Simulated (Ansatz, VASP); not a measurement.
# One calculation of NaCl, two programs

File INCAR:

```
SYSTEM = NaCl
  ALGO = Normal
  EDIFF = 1E-7
  ENCUT = 520
  GGA = PS
  ISIF = 2
  ISMEAR = 0
  LASPH = .TRUE.
  LCHARG = .TRUE.
  LELF = .TRUE.
  LREAL = .FALSE.
  LVHAR = .TRUE.
  LWAVE = .FALSE.
  NBANDS = 14
  NELM = 100
  PREC = Accurate
  SIGMA = 0.02
```

KPOINTS

```
k-points
0
G
  6 6 6
  0 0 0
```

POSCAR

```
NaCl
1.0
    3.5322037683     -0.0269668630      0.0044477813
   -0.0269668630      3.5324839435     -0.0350219000
    0.0044477813     -0.0350219000      3.5456871998
Na Cl
1 1
Direct
   -0.0258723827     -0.0606192125      0.0274142751
    0.5258723827      0.5606192125      0.4725857249
```

Input for Ansatz:

```yaml
crystal:
  lattice:
    - [3.5322037683, -0.026966863, 0.0044477813]
    - [-0.026966863, 3.5324839435, -0.0350219]
    - [0.0044477813, -0.0350219, 3.5456871998]
  atoms:
    - { symbol: Na, position: [-0.0258723827, -0.0606192125, 0.0274142751] }
    - { symbol: Cl, position: [0.5258723827, 0.5606192125, 0.4725857249] }
basis:
  ecutwfc: 420
kpoints:
  mp_grid: { grid: [6, 6, 6] }
hamiltonian:
  xc: pbesol
scf:
  occupations: { method: gaussian, width: 0.02 }
output:
  forces: true
  stress: true
  eigenvalues: true
  populations: true
```

Change from the starting cell: all atoms moved at random, cell strained at random.

Alike in both runs: task single point; functional PBEsol; k mesh 6 × 6 × 6; occupations gaussian, width 0.02 eV; no spin polarisation.

|  | VASP | Ansatz |
| --- | --- | --- |
| version | VASP 6.6.1 | Ansatz 0.2.0 |
| potentials or method | VASP PAW PBE potentials, release 64 (Na_pv, Cl), cutoff 520 eV | scalar-relativistic, plane waves, PAW |
| valence electrons in the cell | 14 | 16 |

Ansatz gave:

```
gap on the k mesh at the Fermi level (eV)                     : 3.84
least direct gap on the mesh (eV)                             : 4.29
pressure (GPa)                                                : 0.0
traceless stress, the component that is largest in VASP (GPa) : -1.21
rms of the force components (eV/Å)                            : 0.187
```

Task: What did VASP give for the same quantities?

Result: gap on the k mesh at the Fermi level (eV): 3.83; least direct gap on the mesh (eV): 4.28; pressure (GPa): 0.0; traceless stress, the component that is largest in VASP (GPa): -1.22; rms of the force components (eV/Å): 0.192.

VASP's potentials were made for PBE, not for PBEsol. Atom by atom the forces differ by 0.005 eV/Å (rms over components). VASP's potentials hold 14 valence electrons a cell and Ansatz's 16, so a difference there can come from the potentials and not from the codes.
